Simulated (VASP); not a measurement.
The system is C.

```xyz
2
Lattice="1.5255 0.8807 2.8288 -1.5255 0.8807 2.8288 0.0000 -1.7615 2.8288" Properties=species:S:1:pos:R:3 pbc="T T T"
C     0.0000    0.0000    1.9310
C     0.0000    0.0000    6.5554
```

* Program: VASP 6.6.1
* Task: relaxation of cell and atoms
* Functional: r2SCAN
* Potentials or basis: VASP PAW PBE potentials, release 64 (C_h)
* Cutoff: 1430 eV
* k mesh: 6 × 6 × 6
* Occupations: gaussian, width 0.1 eV
* Spin: no spin polarisation

At the start: pressure -51.0 GPa; volume 11.40 Å³/atom.

**Question.** Where does the relaxation end?

**Answer.** Over 14 steps the energy falls by 4169.5 meV/atom and the volume is 5.64 Å³/atom (-50.6 %); space group R-3m (No. 166, to 0.1 Å) before, Fd-3m (No. 227, to 0.1 Å).

Step by step:
| step | energy change (eV) | largest force (eV/Å) | pressure (GPa) | volume (Å³) |
| --- | --- | --- | --- | --- |
| 1 | 0.0000 | 4.1139 | -51.03 | 22.80 |
| 2 | -5.4449 | 6.4606 | -14.50 | 12.80 |
| 3 | -5.7062 | 4.6748 | 82.46 | 10.59 |
| 4 | -5.7795 | 5.1654 | 51.44 | 11.09 |
| 5 | -7.0857 | 1.0194 | 104.53 | 10.40 |
| 6 | -7.0992 | 2.1957 | 100.39 | 10.37 |
| 7 | -6.9463 | 8.1676 | -43.43 | 13.30 |
| 8 | -8.0347 | 0.8486 | -13.32 | 11.77 |
| 9 | -8.3197 | 0.3440 | -10.41 | 11.56 |
| 10 | -8.3257 | 0.3060 | -11.82 | 11.59 |
| 11 | -8.3371 | 0.3100 | 2.97 | 11.20 |
| 12 | -8.3387 | 0.1499 | -0.97 | 11.30 |
| 13 | -8.3388 | 0.1153 | 0.79 | 11.25 |
| 14 | -8.3390 | 0.0008 | 0.03 | 11.27 |

Final structure:
```
C
1.0
     1.25847    0.72658    2.05451
    -1.25847    0.72658    2.05451
     0.00000   -1.45316    2.05451
C
2
Direct
  0.12500 0.12500 0.12500
  0.87500 0.87500 0.87500
```

Caveat: the volume moved by over 15 % at a fixed basis, so the end points are rough; the PAW data sets were made with another functional, which shifts forces and pressure a little.
